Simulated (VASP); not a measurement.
# Mg3MoBr2 (P6/mmm) in VASP: single point with PBE

Aim: the single point of Mg3MoBr2 with PBE.

Program: VASP 6.6.1. These are calculated values, not measurements. Logs are shortened: lines on timing, memory, paths and dates and some standing lists are left out, and cuts for length are marked.

## Step 1: The cell of the first run

The structure is hexagonal, space group P6/mmm (No. 191). Conventional cell: a = 5.354 Å, b = 5.354 Å, c = 10.694 Å, α = 90.00°, β = 90.00°, γ = 120.00°. Within 4.2 Å of Mg (site symmetry -6m2) lie 6 Mg at 3.09 Å and 6 Br at 4.17 Å. Within 3.7 Å of Mg (site symmetry 6/mmm) lie 2 Br at 2.79 Å and 6 Mg at 3.09 Å. Mo (site symmetry 6/mmm) has 2 Br at 2.55 Å within 3.4 Å. Within 3.4 Å of Br (site symmetry 6mm) lie 1 Mo at 2.55 Å and 1 Mg at 2.79 Å.

The cell was built from a structure type or drawn by symmetry, and may not be a known phase.

## Step 2: Single point, PBE, collinear spin

Contents of INCAR:

```
SYSTEM = Mg3MoBr2
PREC = Accurate
ENCUT = 600
EDIFF = 1E-6
ISMEAR = 0
SIGMA = 0.1
LREAL = .False.
LASPH = .True.
NELM = 200
ALGO = Normal
ISIF = 2
LWAVE = .False.
LCHARG = .False.
ISPIN = 2
MAGMOM = 0 0 0 3.4 0 0
LORBIT = 11
LMAXMIX = 4
GGA = PE
NBANDS = 30
GGA_COMPAT = .False.
KPAR = 4
```

Contents of KPOINTS:

```
regular mesh
0
Gamma
  12 12 4
  0 0 0
```

Contents of POSCAR:

```
Mg3MoBr2
1.0
    5.3536563487      0.0000000000      0.0000000000
   -2.6768281743      4.6364024011      0.0000000000
    0.0000000000      0.0000000000     10.6938847418
Mg Mo Br
3 1 2
Direct
    0.3333333333      0.6666666667      0.0000000000
    0.6666666667      0.3333333333      0.0000000000
    0.0000000000      0.0000000000      0.0000000000
    0.0000000000      0.0000000000      0.5000000000
    0.0000000000      0.0000000000      0.7388499310
    0.0000000000      0.0000000000      0.2611500690
```

Potentials or basis: VASP PAW PBE potentials, release 64 (Mg, Mo_sv, Br).

Started as:

```
cat potpaw_PBE.64/Mg/POTCAR potpaw_PBE.64/Mo_sv/POTCAR potpaw_PBE.64/Br/POTCAR > POTCAR
mpirun -np 4 vasp_std > vasp.out
```

OUTCAR:

```text
SYSTEM = Mg3MoBr2
   PREC = Accurate
   ENCUT = 600
   EDIFF = 1E-6
   ISMEAR = 0
   LREAL = .False.
   LASPH = .True.
   NELM = 200
   ISIF = 2
   ISPIN = 2
   LORBIT = 11
   GGA = PE

 ion  position               nearest neighbor table
   1  0.333  0.667  0.000-   3 3.09   2 3.09   2 3.09   3 3.09   3 3.09   2 3.09
   2  0.667  0.333  0.000-   3 3.09   1 3.09   1 3.09   3 3.09   3 3.09   1 3.09
   3  0.000  0.000  0.000-   5 2.79   6 2.79   1 3.09   2 3.09   1 3.09   2 3.09   2 3.09   1 3.09

   4  0.000  0.000  0.500-   5 2.55   6 2.55
   5  0.000  0.000  0.739-   4 2.55   3 2.79
   6  0.000  0.000  0.261-   4 2.55   3 2.79

  LATTYP: Found a hexagonal cell.
 ALAT       =     5.3536563487
 C/A-ratio  =     1.9974918159

  Lattice vectors:

 A1 = (   5.3536563487,   0.0000000000,   0.0000000000)
 A2 = (  -2.6768281743,   4.6364024011,   0.0000000000)
 A3 = (   0.0000000000,   0.0000000000,  10.6938847418)

Analysis of symmetry for initial positions (statically):
=====================================================================
 Subroutine PRICEL returns:
 Original cell was already a primitive cell.

 Routine SETGRP: Setting up the symmetry group for a
 hexagonal supercell.

 Subroutine GETGRP returns: Found 24 space group operations
 (whereof 24 operations were pure point group operations)
 out of a pool of 24 trial point group operations.

The static configuration has the point symmetry D_6h.

Analysis of symmetry for dynamics (positions and initial velocities):
=====================================================================
 Subroutine PRICEL returns:
 Original cell was already a primitive cell.

 Routine SETGRP: Setting up the symmetry group for a
 hexagonal supercell.

 Subroutine GETGRP returns: Found 24 space group operations
 (whereof 24 operations were pure point group operations)
 out of a pool of 24 trial point group operations.

The dynamic configuration has the point symmetry D_6h.

Analysis of structural, dynamic, and magnetic symmetry:
=====================================================================
 Subroutine PRICEL returns:
 Original cell was already a primitive cell.

 Routine SETGRP: Setting up the symmetry group for a
 hexagonal supercell.

 Subroutine GETGRP returns: Found 24 space group operations
 (whereof 24 operations were pure point group operations)
 out of a pool of 24 trial point group operations.

The overall configuration has the point symmetry D_6h.

 Subroutine INISYM returns: Found 24 space group operations
 (whereof 24 operations are pure point group operations),
 and found     1 'primitive' translations

----------------------------------------------------------------------------------------

                                     Primitive cell

  volume of cell :     265.4405

  direct lattice vectors                    reciprocal lattice vectors
     5.353656349  0.000000000  0.000000000     0.186788231  0.107842236  0.000000000
    -2.676828174  4.636402401  0.000000000     0.000000000  0.215684471  0.000000000
     0.000000000  0.000000000 10.693884742     0.000000000  0.000000000  0.093511388

  length of vectors
     5.353656349  5.353656349 10.693884742     0.215684471  0.215684471  0.093511388

  position of ions in fractional coordinates (direct lattice)
     0.333333333  0.666666667  0.000000000
     0.666666667  0.333333333  0.000000000
     0.000000000  0.000000000  0.000000000
     0.000000000  0.000000000  0.500000000
     0.000000000  0.000000000  0.738849931
     0.000000000  0.000000000  0.261150069

  ion indices of the primitive-cell ions
   primitive index   ion index
                 1           1
                 2           2
                 3           3
                 4           4
                 5           5
                 6           6

[... 24 lines left out ...]
 Found     57 irreducible k-points:

 Following reciprocal coordinates:
            Coordinates               Weight
  0.000000  0.000000  0.000000      1.000000
  0.083333  0.000000  0.000000      6.000000
  0.166667  0.000000  0.000000      6.000000
  0.250000 -0.000000  0.000000      6.000000
  0.333333  0.000000  0.000000      6.000000
  0.416667  0.000000  0.000000      6.000000
[... 16 lines left out ...]
  0.250000 -0.000000  0.250000     12.000000
  0.333333  0.000000  0.250000     12.000000
 [... further k-points ...]
   k-points           NKPTS =     57   k-points in BZ     NKDIM =     57   number of bands    NBANDS=     30
   number of dos      NEDOS =    301   number of ions     NIONS =      6
   total plane-waves  NPLWV = 207360
   dimension x,y,z NGX =    48 NGY =   48 NGZ =   90
   dimension x,y,z NGXF=    96 NGYF=   96 NGZF=  180
   ions per type =               3   1   2
   NGX,Y,Z   is equivalent  to a cutoff of  14.91, 14.91, 13.99 a.u.
   NGXF,Y,Z  is equivalent  to a cutoff of  29.81, 29.81, 27.98 a.u.
 SYSTEM =  Mg3MoBr2
   PREC   = accura    normal or accurate (medium, high low for compatibility)
   ISTART =      0    job   : 0-new  1-cont  2-samecut
   ICHARG =      2    charge: 1-file 2-atom 10-const
   ISPIN  =      2    spin polarized calculation?
   LNONCOLLINEAR =      F non collinear calculations
   LSORBIT =      F    spin-orbit coupling
   LASPH  =      T    aspherical Exc in radial PAW
   ENCUT  =  600.0 eV  44.10 Ry    6.64 a.u.  10.69 10.69 21.36*2*pi/ulx,y,z
   NELM   =    200;   NELMIN=  2; NELMDL= -5     # of ELM steps
   EDIFF  = 0.1E-05   stopping-criterion for ELM
   LREAL  =      F    real-space projection
   EDIFFG = 0.1E-04   stopping-criterion for IOM
   NSW    =      0    number of steps for IOM
   IBRION =     -1    ionic relax: 0-MD 1-quasi-New 2-CG
   NFREE  =      0    steps in history (QN), initial steepest desc. (CG)
   ISIF   =      2    stress and relaxation
   ISYM   =      2    0-nonsym 1-usesym 2-fastsym
   POTIM  = 0.5000    time-step for ionic-motion
   TEBEG  =    0.0;   TEEND  =   0.0 temperature during run
   PSTRESS=    0.0 pullay stress
   NELECT =      34.0000    total number of electrons
   NUPDOWN=      -1.0000    fix difference up-down
   EMIN   =  10.00;   EMAX   =-10.00  energy-range for DOS
   EFERMI =   0.00;   METHOD = LEGACY
   ISMEAR =     0;   SIGMA  =   0.10  broadening in eV -4-tet -1-fermi 0-gaus
   EFERMI_NEDOS =   21; number of points for ismear=-14 and -15
   IALGO  =     38    algorithm
   IMIX   =      4    mixing-type and parameters
     AMIX     =   0.40;   BMIX     =  1.00
     AMIX_MAG =   1.60;   BMIX_MAG =  1.00
  volume/ion in A,a.u.               =      44.24       298.55
  Fermi-wavevector in a.u.,A,eV,Ry     =   0.825237  1.559472  9.265790  0.681016
  Thomas-Fermi vector in A             =   1.937061
   LORBIT       =     11    0 simple, 1 ext, 2 COOP (PROOUT), +10 PAW based schemes
   GGA     = PE    functional components
   LHFCALC =     F    Hartree Fock is set to
   AEXX    =    0.0000 exact exchange contribution
   IVDW    =     0    specifies the selected vdW correction
   LEPSILON=     F    determine dielectric tensor
   LRPA    =     F    only Hartree local field effects (RPA)
 spin polarized calculation
 Gauss-broadening in eV      SIGMA  =   0.10
  energy-cutoff  :      600.00
  volume of cell :      265.44
 maximum number of plane-waves:      8899
 NGX is ok and might be reduce to    48
   NGX = 21   NGY = 21   NGZ = 43

 number of electron      33.9999998 magnetization       4.8094686

 Free energy of the ion-electron system (eV)
  ---------------------------------------------------
  ext. energy  EPLUGINS =         0.00000000
  ---------------------------------------------------
  free energy    TOTEN  =       -16.23064182 eV

  energy without entropy =      -16.22090867  energy(sigma->0) =      -16.22577525

 E-fermi :   0.2380     XC(G=0):  -6.3339

 val. band max:        0.2222181500   @ k =   0.4167   0.0000   0.2500
 cond. band min:       0.2516664190   @ k =   0.5000  -0.0000   0.0000
 fundamental gap:      0.0294482690
 Fermi energy:         0.2380434670

 spin component 1

 k-point     1 :       0.0000    0.0000    0.0000
  band No.  band energies     occupation
      1     -61.0843      1.00000
      2     -35.3973      1.00000
      3     -35.3224      1.00000
      4     -35.3224      1.00000
      5     -15.1905      1.00000
      6     -15.0423      1.00000
[... 757 lines left out ...]
     28       4.9623      0.00000
     29       5.7552      0.00000

 [... further k-points ...]

 spin component 2

 k-point     1 :       0.0000    0.0000    0.0000
  band No.  band energies     occupation
      1     -58.7005      1.00000
      2     -32.9433      1.00000
      3     -32.5682      1.00000
      4     -32.5682      1.00000
      5     -15.1598      1.00000
      6     -15.0236      1.00000
[... 757 lines left out ...]
     28       5.6953      0.00000
     29       5.9050      0.00000

 [... further k-points ...]

 [bands above 29 left out]

------------------------ aborting loop because EDIFF is reached ----------------------------------------

  FORCE on cell =-STRESS in cart. coord.  units (eV):
  Direction    XX          YY          ZZ          XY          YZ          ZX
  --------------------------------------------------------------------------------------
  -------------------------------------------------------------------------------------
  Total       -0.0751381     -0.0751381      0.0375673     -0.0000000     -0.0000000      0.0000000
  in kB       -0.4535274     -0.4535274      0.2267531     -0.0000000     -0.0000000      0.0000000
  external PRESSURE =      -0.2267673 kB  Pullay stress =       0.0000000 kB

 VOLUME and BASIS-vectors are now :
 -----------------------------------------------------------------------------
  energy-cutoff  :      600.00
  volume of cell :      265.44
      direct lattice vectors                 reciprocal lattice vectors
     5.353656349  0.000000000  0.000000000     0.186788231  0.107842236  0.000000000
    -2.676828174  4.636402401  0.000000000     0.000000000  0.215684471  0.000000000
     0.000000000  0.000000000 10.693884742     0.000000000  0.000000000  0.093511388

 POSITION                                       TOTAL-FORCE (eV/Angst)
 -----------------------------------------------------------------------------------
     -0.00000      3.09093      0.00000        -0.000000      0.000000      0.000000
      2.67683      1.54547      0.00000        -0.000000      0.000000     -0.000000
      0.00000      0.00000      0.00000        -0.000000      0.000000      0.000000
      0.00000      0.00000      5.34694        -0.000000      0.000000      0.000000
      0.00000      0.00000      7.90118         0.000000     -0.000000      0.006150
      0.00000      0.00000      2.79271        -0.000000      0.000000     -0.006150
 -----------------------------------------------------------------------------------
    total drift:                                0.000000     -0.000000      0.000000

  FREE ENERGIE OF THE ION-ELECTRON SYSTEM (eV)
  ---------------------------------------------------
  free  energy   TOTEN  =       -16.2306418157 eV

  energy  without entropy=      -16.2209086744  energy(sigma->0) =      -16.22577525

 total charge

# of ion       s       p       d       tot
------------------------------------------
    1        0.244   0.095   0.005   0.343
    2        0.244   0.095   0.005   0.343
    3        0.208   0.111   0.015   0.334
    4        2.224   6.011   3.958  12.193
    5        1.606   3.253   0.019   4.877
    6        1.606   3.253   0.019   4.877
--------------------------------------------------
tot          6.131  12.817   4.021  22.969

 magnetization (x)

# of ion       s       p       d       tot
------------------------------------------
    1       -0.000  -0.004   0.000  -0.004
    2       -0.000  -0.004   0.000  -0.004
    3       -0.001  -0.003   0.000  -0.004
    4        0.142   0.022   3.582   3.746
    5       -0.001  -0.006   0.011   0.005
    6       -0.001  -0.006   0.011   0.005
--------------------------------------------------
tot          0.140  -0.000   3.605   3.744
```

It took 4.9 min on 4 MPI ranks of Intel Xeon 6975P-C (Granite Rapids), shared host; peak memory 1.3 GiB.

What came out:

```yaml
Free_energy: -16.2306 eV
Pressure: 0.0 GPa
Largest_force: 0.006 eV/Å
Net_moment: 4.81 μB per cell
Site_moments: Mg -0.00; Mo +3.75; Br +0.01 μB
Valence_electrons_inside_the_program's_atomic_spheres: Mg 0.34, 0.33 (each value once); Mo 12.19; Br 4.88
```

Forces on the atoms (eV/Å):
```
Mg   0.000  0.000  0.000
Mg   0.000  0.000  0.000
Mg   0.000  0.000  0.000
Mo   0.000  0.000  0.000
Br   0.000  0.000  0.006
Br   0.000  0.000 -0.006
```
